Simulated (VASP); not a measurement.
# SnTe (Pm-3m) in VASP: a series of runs

SnTe is run at these levels: PBE; tasks: single point, relaxation of cell and atoms.

Everything below comes from runs of VASP 6.6.1. Logs are shortened: lines on timing, memory, paths and dates and some standing lists are left out, and cuts for length are marked.

## Step 1: The cell of the first run

Symmetry: Pm-3m, No. 221, cubic system. Conventional cell: a = 3.905 Å, b = 3.905 Å, c = 3.905 Å, α = 90.00°, β = 90.00°, γ = 90.00°. Within 4.4 Å of Sn (site symmetry m-3m) lie 8 Te at 3.38 Å and 6 Sn at 3.90 Å. Te (site symmetry m-3m) has 8 Sn at 3.38 Å and 6 Te at 3.90 Å within 4.4 Å.

## Step 2: Single point, PBE

File INCAR:

```
PREC = Accurate
ENCUT = 520
EDIFF = 1E-7
ISMEAR = 0
SIGMA = 0.1
LREAL = F
LASPH = T
NELM = 80
ALGO = Normal
ISIF = 2
LWAVE = F
LCHARG = F
GGA = PE
NBANDS = 17
```

File KPOINTS:

```
Automatic mesh
0
Gamma
  4 4 4
```

File POSCAR:

```
SnTe
1.0
    3.9047000400      0.0000000000      0.0000000000
    0.0000000000      3.9047000400      0.0000000000
    0.0000000000      0.0000000000      3.9047000400
Sn Te
1 1
Direct
    0.0000000000      0.0000000000      0.0000000000
    0.5000000000      0.5000000000      0.5000000000
```

Potentials or basis: VASP PAW PBE potentials, release 64 (Sn_d, Te).

Launch:

```bash
> cat potpaw_PBE.64/Sn_d/POTCAR potpaw_PBE.64/Te/POTCAR > POTCAR
> mpirun -np 1 vasp_std > vasp.out
```

OUTCAR:

```text
PREC = Accurate
   ENCUT = 520
   EDIFF = 1E-7
   ISMEAR = 0
   LREAL = F
   LASPH = T
   NELM = 80
   ISIF = 2
   GGA = PE

 ion  position               nearest neighbor table
   1  0.000  0.000  0.000-   2 3.38   2 3.38   2 3.38   2 3.38   2 3.38   2 3.38   2 3.38   2 3.38

   2  0.500  0.500  0.500-   1 3.38   1 3.38   1 3.38   1 3.38   1 3.38   1 3.38   1 3.38   1 3.38

  LATTYP: Found a simple cubic cell.
 ALAT       =     3.9047000400

  Lattice vectors:

 A1 = (   3.9047000400,   0.0000000000,   0.0000000000)
 A2 = (   0.0000000000,   3.9047000400,   0.0000000000)
 A3 = (   0.0000000000,   0.0000000000,   3.9047000400)

Analysis of symmetry for initial positions (statically):
=====================================================================
 Subroutine PRICEL returns:
 Original cell was already a primitive cell.

 Routine SETGRP: Setting up the symmetry group for a
 simple cubic supercell.

 Subroutine GETGRP returns: Found 48 space group operations
 (whereof 48 operations were pure point group operations)
 out of a pool of 48 trial point group operations.

The static configuration has the point symmetry O_h .

Analysis of symmetry for dynamics (positions and initial velocities):
=====================================================================
 Subroutine PRICEL returns:
 Original cell was already a primitive cell.

 Routine SETGRP: Setting up the symmetry group for a
 simple cubic supercell.

 Subroutine GETGRP returns: Found 48 space group operations
 (whereof 48 operations were pure point group operations)
 out of a pool of 48 trial point group operations.

The dynamic configuration has the point symmetry O_h .

 Subroutine INISYM returns: Found 48 space group operations
 (whereof 48 operations are pure point group operations),
 and found     1 'primitive' translations

----------------------------------------------------------------------------------------

                                     Primitive cell

  volume of cell :      59.5337

  direct lattice vectors                    reciprocal lattice vectors
     3.904700040  0.000000000  0.000000000     0.256101618  0.000000000  0.000000000
     0.000000000  3.904700040  0.000000000     0.000000000  0.256101618  0.000000000
     0.000000000  0.000000000  3.904700040     0.000000000  0.000000000  0.256101618

  length of vectors
     3.904700040  3.904700040  3.904700040     0.256101618  0.256101618  0.256101618

  position of ions in fractional coordinates (direct lattice)
     0.000000000  0.000000000  0.000000000
     0.500000000  0.500000000  0.500000000

  ion indices of the primitive-cell ions
   primitive index   ion index
                 1           1
                 2           2

----------------------------------------------------------------------------------------

 KPOINTS: Automatic mesh

Automatic generation of k-mesh.
 Grid dimensions read from file:
 generate k-points for:    4    4    4

 Generating k-lattice:

  Cartesian coordinates                     Fractional coordinates (reciprocal lattice)
     0.064025405  0.000000000  0.000000000     0.250000000  0.000000000  0.000000000
     0.000000000  0.064025405  0.000000000     0.000000000  0.250000000  0.000000000
     0.000000000  0.000000000  0.064025405     0.000000000  0.000000000  0.250000000

  Length of vectors
     0.064025405  0.064025405  0.064025405

  Shift w.r.t. Gamma in fractional coordinates (k-lattice)
     0.000000000  0.000000000  0.000000000

 Subroutine IBZKPT returns following result:
 ===========================================

 Found     10 irreducible k-points:

 Following reciprocal coordinates:
            Coordinates               Weight
  0.000000  0.000000  0.000000      1.000000
  0.250000  0.000000  0.000000      6.000000
  0.500000  0.000000  0.000000      3.000000
  0.250000  0.250000  0.000000     12.000000
  0.500000  0.250000  0.000000     12.000000
  0.500000  0.500000  0.000000      3.000000
  0.250000  0.250000  0.250000      8.000000
  0.500000  0.250000  0.250000     12.000000
  0.500000  0.500000  0.250000      6.000000
  0.500000  0.500000  0.500000      1.000000
   k-points           NKPTS =     10   k-points in BZ     NKDIM =     10   number of bands    NBANDS=     17
   number of dos      NEDOS =    301   number of ions     NIONS =      2
   total plane-waves  NPLWV =  27000
   dimension x,y,z NGX =    30 NGY =   30 NGZ =   30
   dimension x,y,z NGXF=    60 NGYF=   60 NGZF=   60
   ions per type =               1   1
   NGX,Y,Z   is equivalent  to a cutoff of  12.77, 12.77, 12.77 a.u.
   NGXF,Y,Z  is equivalent  to a cutoff of  25.55, 25.55, 25.55 a.u.
 SYSTEM =  unknown system
   PREC   = accura    normal or accurate (medium, high low for compatibility)
   ISTART =      0    job   : 0-new  1-cont  2-samecut
   ICHARG =      2    charge: 1-file 2-atom 10-const
   ISPIN  =      1    spin polarized calculation?
   LNONCOLLINEAR =      F non collinear calculations
   LSORBIT =      F    spin-orbit coupling
   LASPH  =      T    aspherical Exc in radial PAW
   ENCUT  =  520.0 eV  38.22 Ry    6.18 a.u.   7.26  7.26  7.26*2*pi/ulx,y,z
   NELM   =     80;   NELMIN=  2; NELMDL= -5     # of ELM steps
   EDIFF  = 0.1E-06   stopping-criterion for ELM
   LREAL  =      F    real-space projection
   EDIFFG = 0.1E-05   stopping-criterion for IOM
   NSW    =      0    number of steps for IOM
   IBRION =     -1    ionic relax: 0-MD 1-quasi-New 2-CG
   NFREE  =      0    steps in history (QN), initial steepest desc. (CG)
   ISIF   =      2    stress and relaxation
   ISYM   =      2    0-nonsym 1-usesym 2-fastsym
   POTIM  = 0.5000    time-step for ionic-motion
   TEBEG  =    0.0;   TEEND  =   0.0 temperature during run
   PSTRESS=    0.0 pullay stress
   NELECT =      20.0000    total number of electrons
   NUPDOWN=      -1.0000    fix difference up-down
   EMIN   =  10.00;   EMAX   =-10.00  energy-range for DOS
   EFERMI =   0.00;   METHOD = LEGACY
   ISMEAR =     0;   SIGMA  =   0.10  broadening in eV -4-tet -1-fermi 0-gaus
   EFERMI_NEDOS =   21; number of points for ismear=-14 and -15
   IALGO  =     38    algorithm
   IMIX   =      4    mixing-type and parameters
     AMIX     =   0.40;   BMIX     =  1.00
     AMIX_MAG =   1.60;   BMIX_MAG =  1.00
  volume/ion in A,a.u.               =      29.77       200.88
  Fermi-wavevector in a.u.,A,eV,Ry     =   1.138056  2.150615 17.621893  1.295173
  Thomas-Fermi vector in A             =   2.274761
   LORBIT       =      0    0 simple, 1 ext, 2 COOP (PROOUT), +10 PAW based schemes
   GGA     = PE    functional components
   LHFCALC =     F    Hartree Fock is set to
   AEXX    =    0.0000 exact exchange contribution
   IVDW    =     0    specifies the selected vdW correction
   LEPSILON=     F    determine dielectric tensor
   LRPA    =     F    only Hartree local field effects (RPA)
 non-spin polarized calculation
 Gauss-broadening in eV      SIGMA  =   0.10
  energy-cutoff  :      520.00
  volume of cell :       59.53
 maximum number of plane-waves:      1628
 NGX is ok and might be reduce to    30
   NGX = 15   NGY = 15   NGZ = 15

 number of electron      19.9999983 magnetization

 Free energy of the ion-electron system (eV)
  ---------------------------------------------------
  ext. energy  EPLUGINS =         0.00000000
  ---------------------------------------------------
  free energy    TOTEN  =        -6.91633972 eV

  energy without entropy =       -6.89429560  energy(sigma->0) =       -6.90531766

 E-fermi :   7.0137     XC(G=0):  -9.8720

 val. band max:        6.9741976377   @ k =   0.5000   0.2500   0.2500
 cond. band min:       7.0228663784   @ k =   0.5000   0.2500   0.0000
 fundamental gap:      0.0486687407
 Fermi energy:         7.0137287463

 k-point     1 :       0.0000    0.0000    0.0000
  band No.  band energies     occupation
      1     -14.5250      2.00000
      2     -14.5250      2.00000
      3     -14.4870      2.00000
      4     -14.4870      2.00000
      5     -14.4870      2.00000
      6      -5.2775      2.00000
[... 9 lines left out ...]
     16      17.9101      0.00000
     17      17.9101      0.00000

 k-point     2 :       0.2500    0.0000    0.0000
  band No.  band energies     occupation
      1     -14.5243      2.00000
      2     -14.5087      2.00000
      3     -14.4924      2.00000
      4     -14.4924      2.00000
      5     -14.4867      2.00000
      6      -4.8170      2.00000
[... 9 lines left out ...]
     16      15.6425      0.00000
     17      17.5623      0.00000

 k-point     3 :       0.5000    0.0000    0.0000
  band No.  band energies     occupation
      1     -14.5237      2.00000
      2     -14.4977      2.00000
      3     -14.4977      2.00000
      4     -14.4925      2.00000
      5     -14.4863      2.00000
      6      -4.1042      2.00000
[... 9 lines left out ...]
     16      18.9383      0.00000
     17      19.2642      0.00000

 k-point     4 :       0.2500    0.2500    0.0000
  band No.  band energies     occupation
      1     -14.5160      2.00000
      2     -14.5000      2.00000
      3     -14.4989      2.00000
      4     -14.4920      2.00000
      5     -14.4914      2.00000
      6      -4.3864      2.00000
[... 9 lines left out ...]
     16      14.9284      0.00000
     17      15.3541      0.00000

 k-point     5 :       0.5000    0.2500    0.0000
  band No.  band energies     occupation
      1     -14.5134      2.00000
      2     -14.5055      2.00000
      3     -14.4967      2.00000
      4     -14.4910      2.00000
      5     -14.4855      2.00000
      6      -3.7599      2.00000
[... 9 lines left out ...]
     16      15.7133      0.00000
     17      16.1716      0.00000

 k-point     6 :       0.5000    0.5000    0.0000
  band No.  band energies     occupation
      1     -14.5133      2.00000
      2     -14.5074      2.00000
      3     -14.4957      2.00000
      4     -14.4957      2.00000
      5     -14.4743      2.00000
      6      -3.3238      2.00000
[... 9 lines left out ...]
     16      14.3479      0.00000
     17      14.3479      0.00000

 k-point     7 :       0.2500    0.2500    0.2500
  band No.  band energies     occupation
      1     -14.4995      2.00000
      2     -14.4995      2.00000
      3     -14.4988      2.00000
      4     -14.4972      2.00000
      5     -14.4972      2.00000
      6      -3.9942      2.00000
[... 9 lines left out ...]
     16      15.5273      0.00000
     17      17.4401      0.00000

 k-point     8 :       0.5000    0.2500    0.2500
  band No.  band energies     occupation
      1     -14.5045      2.00000
      2     -14.5032      2.00000
      3     -14.4989      2.00000
      4     -14.4967      2.00000
      5     -14.4828      2.00000
      6      -3.4568      2.00000
[... 9 lines left out ...]
     16      16.0173      0.00000
     17      17.7460      0.00000

 k-point     9 :       0.5000    0.5000    0.2500
  band No.  band energies     occupation
      1     -14.5111      2.00000
      2     -14.5023      2.00000
      3     -14.5023      2.00000
      4     -14.4905      2.00000
      5     -14.4740      2.00000
      6      -3.0853      2.00000
[... 9 lines left out ...]
     16      17.7185      0.00000
     17      18.3028      0.00000

 k-point    10 :       0.5000    0.5000    0.5000
  band No.  band energies     occupation
      1     -14.5089      2.00000
      2     -14.5089      2.00000
      3     -14.5089      2.00000
      4     -14.4737      2.00000
      5     -14.4737      2.00000
      6      -2.8057      2.00000
[... 9 lines left out ...]
     16      20.9625      0.00000
     17      22.1575      0.00000

------------------------ aborting loop because EDIFF is reached ----------------------------------------

  FORCE on cell =-STRESS in cart. coord.  units (eV):
  Direction    XX          YY          ZZ          XY          YZ          ZX
  --------------------------------------------------------------------------------------
  -------------------------------------------------------------------------------------
  Total       -0.0368503     -0.0368503     -0.0368503     -0.0000000     -0.0000000      0.0000000
  in kB       -0.9917187     -0.9917187     -0.9917187     -0.0000000     -0.0000000      0.0000000
  external PRESSURE =      -0.9917187 kB  Pullay stress =       0.0000000 kB

 VOLUME and BASIS-vectors are now :
 -----------------------------------------------------------------------------
  energy-cutoff  :      520.00
  volume of cell :       59.53
      direct lattice vectors                 reciprocal lattice vectors
     3.904700040  0.000000000  0.000000000     0.256101618  0.000000000  0.000000000
     0.000000000  3.904700040  0.000000000     0.000000000  0.256101618  0.000000000
     0.000000000  0.000000000  3.904700040     0.000000000  0.000000000  0.256101618

 POSITION                                       TOTAL-FORCE (eV/Angst)
 -----------------------------------------------------------------------------------
      0.00000      0.00000      0.00000         0.000000      0.000000      0.000000
      1.95235      1.95235      1.95235         0.000000      0.000000      0.000000
 -----------------------------------------------------------------------------------
    total drift:                                0.000000     -0.000000     -0.000000

  FREE ENERGIE OF THE ION-ELECTRON SYSTEM (eV)
  ---------------------------------------------------
  free  energy   TOTEN  =        -6.9163397213 eV

  energy  without entropy=       -6.8942955978  energy(sigma->0) =       -6.90531766
```

It took 6.6 s on 1 thread of Intel Xeon 6975P-C (Granite Rapids), shared host; peak memory 0.17 GiB.

What came out:

```yaml
Free_energy: -6.9163 eV
Pressure: -0.1 GPa
Band_gap_on_the_k_mesh: zero (bands 10 and 11 overlap by 1.55 eV)
```

Caveat: the k points lie up to 0.40 Å⁻¹ apart, too coarse for converged energies and pressures of a metal; spin-orbit coupling is left out, which moves the levels of the heavy elements.

## Step 3: Single point, PBE

This run uses another cell than the first one, of 29.37 Å³/atom.

File INCAR:

```
ALGO = Normal ; EDIFF = 1E-6
ENCUT = 520 ; GGA = PE
ISIF = 2 ; ISMEAR = 0
LASPH = True ; LCHARG = False
LREAL = False ; LWAVE = False
NBANDS = 17 ; NELM = 80
PREC = Accurate ; SIGMA = 0.1
```

File KPOINTS:

```
k-points
0
Gamma
  14 14 14
```

File POSCAR:

```
SnTe
1.0
    3.8871268628      0.0000000000      0.0000000000
    0.0000000000      3.8871268628      0.0000000000
    0.0000000000      0.0000000000      3.8871268628
Sn Te
1 1
Direct
    0.0000000000      0.0000000000      0.0000000000
    0.5000000000      0.5000000000      0.5000000000
```

Potentials or basis: VASP PAW PBE potentials, release 64 (Sn_d, Te).

Launch:

```bash
> cat potpaw_PBE.64/Sn_d/POTCAR potpaw_PBE.64/Te/POTCAR > POTCAR
> mpirun -np 1 vasp_std > vasp.out
```

OUTCAR:

```text
EDIFF = 1E-6
   ENCUT = 520
   GGA = PE
   ISIF = 2
   ISMEAR = 0
   LASPH = True
   LREAL = False
   NELM = 80
   PREC = Accurate

 ion  position               nearest neighbor table
   1  0.000  0.000  0.000-   2 3.37   2 3.37   2 3.37   2 3.37   2 3.37   2 3.37   2 3.37   2 3.37

   2  0.500  0.500  0.500-   1 3.37   1 3.37   1 3.37   1 3.37   1 3.37   1 3.37   1 3.37   1 3.37

  LATTYP: Found a simple cubic cell.
 ALAT       =     3.8871268628

  Lattice vectors:

 A1 = (   3.8871268628,   0.0000000000,   0.0000000000)
[... 650 lines left out ...]
      4     -14.3809      2.00000
      5     -14.3783      2.00000
      6      -4.0114      2.00000
[... 9 lines left out ...]
     16      15.7440      0.00000
     17      16.6558      0.00000

 [... further k-points ...]
[... 5 lines left out ...]
  --------------------------------------------------------------------------------------
  -------------------------------------------------------------------------------------
  Total       -0.0128751     -0.0128751     -0.0128751     -0.0000000      0.0000000     -0.0000000
  in kB       -0.3512172     -0.3512172     -0.3512172     -0.0000000      0.0000000     -0.0000000
  external PRESSURE =      -0.3512172 kB  Pullay stress =       0.0000000 kB

 VOLUME and BASIS-vectors are now :
 -----------------------------------------------------------------------------
  energy-cutoff  :      520.00
  volume of cell :       58.73
      direct lattice vectors                 reciprocal lattice vectors
     3.887126863  0.000000000  0.000000000     0.257259419  0.000000000  0.000000000
     0.000000000  3.887126863  0.000000000     0.000000000  0.257259419  0.000000000
     0.000000000  0.000000000  3.887126863     0.000000000  0.000000000  0.257259419

 POSITION                                       TOTAL-FORCE (eV/Angst)
 -----------------------------------------------------------------------------------
      0.00000      0.00000      0.00000         0.000000      0.000000      0.000000
      1.94356      1.94356      1.94356         0.000000      0.000000      0.000000
 -----------------------------------------------------------------------------------
    total drift:                                0.000000     -0.000000     -0.000000

  FREE ENERGIE OF THE ION-ELECTRON SYSTEM (eV)
  ---------------------------------------------------
  free  energy   TOTEN  =        -7.0868628120 eV

  energy  without entropy=       -7.0811142821  energy(sigma->0) =       -7.08398855
```

It took 40 s on 1 thread of Intel Xeon 6975P-C (Granite Rapids), shared host; peak memory 0.25 GiB.

What came out:

| Item | Value |
| --- | --- |
| Free energy | -7.0869 eV |
| Pressure | 0.0 GPa |
| Band gap on the k mesh | zero (bands 10 and 11 overlap by 1.76 eV) |

Caveat: spin-orbit coupling is left out, which moves the levels of the heavy elements.

## Step 4: Relaxation of cell and atoms, PBE

File INCAR:

```
  ALGO = Normal
  EDIFF = 1E-7
  EDIFFG = -0.01
  ENCUT = 600
  GGA = PE
  IBRION = 2
  ISIF = 3
  ISMEAR = 0
  LASPH = True
  LCHARG = False
  LREAL = False
  LWAVE = False
  NELM = 100
  NSW = 100
  PREC = Accurate
  SIGMA = 0.1
```

KPOINTS is that of step 3.

File POSCAR:

```
SnTe
1.0
    3.9047000400      0.0000000000      0.0000000000
    0.0000000000      3.9047000400      0.0000000000
    0.0000000000      0.0000000000      3.9047000400
Sn Te
1 1
Direct
    0.0000000000      0.0000000000      0.0000000000
    0.5000000000      0.5000000000      0.5000000000
```

Launch:

```bash
> cat potpaw_PBE.64/Sn_d/POTCAR potpaw_PBE.64/Te/POTCAR > POTCAR
> mpirun -np 1 vasp_std > vasp.out
```

It took 68 s on 1 thread of Intel Xeon 6975P-C (Granite Rapids), shared host; peak memory 0.29 GiB.

It converged, with:

```
Free energy                           : -7.0869 eV
Relaxed volume                        : 29.36 Å³/atom
Relaxed cell                          : a = 3.887 Å, b = 3.887 Å, c = 3.887 Å, α = 90.00°, β = 90.00°, γ = 90.00°
Space group after relaxing (to 0.1 Å) : Pm-3m (No. 221)
Energy gained by relaxing             : 0.8 meV/atom
Ionic steps                           : 3
Pressure after relaxing               : 0.0 GPa
Band gap on the k mesh                : zero (bands 10 and 11 overlap by 1.76 eV)
```

Step by step:
```csv
step,energy change (eV),largest force (eV/Å),pressure (GPa),volume (Å³)
1,0.0000,0.0000,-0.58,59.53
2,-0.0015,0.0000,0.08,58.61
3,-0.0015,0.0000,0.00,58.71
```

Final structure:
```
CELL_PARAMETERS angstrom
3.88670 0.00000 0.00000
0.00000 3.88670 0.00000
0.00000 0.00000 3.88670
ATOMIC_POSITIONS crystal
Sn 0.00000 0.00000 0.00000
Te 0.50000 0.50000 0.50000
```

Levels at points of the mesh, in eV from the Fermi level:
```tsv
k point	band 7	band 8	band 9	band 10	band 11	band 12	band 13	band 14
(0.00, 0.00, 0.00)	-5.24	-1.73	-1.73	-1.73	3.59	3.59	5.47	5.47
(0.50, 0.00, 0.00)	-8.19	-0.23	-0.23	0.07	0.24	2.22	2.22	5.40
(0.50, 0.50, 0.00)	-6.35	-4.81	-4.81	0.33	3.44	3.86	3.86	6.01
(0.50, 0.50, 0.50)	-5.20	-2.88	-2.88	-2.88	-1.31	-1.31	-1.31	14.11
```

Caveat: spin-orbit coupling is left out, which moves the levels of the heavy elements.

## Step 5: Overview

| task | cell | k mesh | cutoff (eV) | gap on the mesh (eV) | pressure (GPa) |
| --- | --- | --- | --- | --- | --- |
| single point | a = 3.905 Å, 2 atoms | 4 × 4 × 4 | 520 | none | -0.1 |
| single point | a = 3.887 Å, 2 atoms | 14 × 14 × 14 | 520 | none | 0.0 |
| relaxation of cell and atoms | relaxed from a = 3.905 Å, 2 atoms | 14 × 14 × 14 | 600 | none | 0.0 |

Alike in all rows: level PBE; potentials or basis VASP PAW PBE potentials, release 64 (Sn_d, Te); no spin polarisation; smearing gaussian 0.1 eV.

Caveats: some runs use coarse meshes; spin-orbit coupling is left out, which moves the levels of the heavy elements.

Total energies depend on the potentials used, so only differences within one code and one set of settings carry meaning.
